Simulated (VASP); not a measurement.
Pt:

```xyz
1
Lattice="0.0000 1.9609 1.9609 1.9609 0.0000 1.9609 1.9609 1.9609 0.0000" Properties=species:S:1:pos:R:3 pbc="T T T"
Pt    0.0000    0.0000    0.0000
```

```yaml
Program: VASP 6.6.1
Task: relaxation of volume and atoms at fixed shape
Functional: LDA
Potentials_or_basis: VASP PAW LDA potentials, release 64 (Pt)
Cutoff: 500 eV
k_mesh: 8 × 8 × 8
Occupations: gaussian, width 0.05 eV
Spin: no spin polarisation
```

At the start: pressure -6.3 GPa; volume 15.08 Å³/atom.

**Question.** How do energy, volume and symmetry change on relaxing?

**Answer.** Over 3 steps the energy falls by 6.4 meV/atom and the volume is 14.77 Å³/atom (-2.1 %); space group Fm-3m (No. 225, to 0.1 Å) before and after.

Step by step:
```
step  energy change (eV)  largest force (eV/Å)  pressure (GPa)  volume (Å³)
   1              0.0000                0.0000           -6.26        15.08
   2              0.0589                0.0000           24.07        13.83
   3             -0.0064                0.0000           -0.18        14.77
```

Final structure:
```
Pt
1.0
     0.00000    1.94735    1.94735
     1.94735    0.00000    1.94735
     1.94735    1.94735    0.00000
Pt
1
Direct
  0.00000 0.00000 0.00000
```
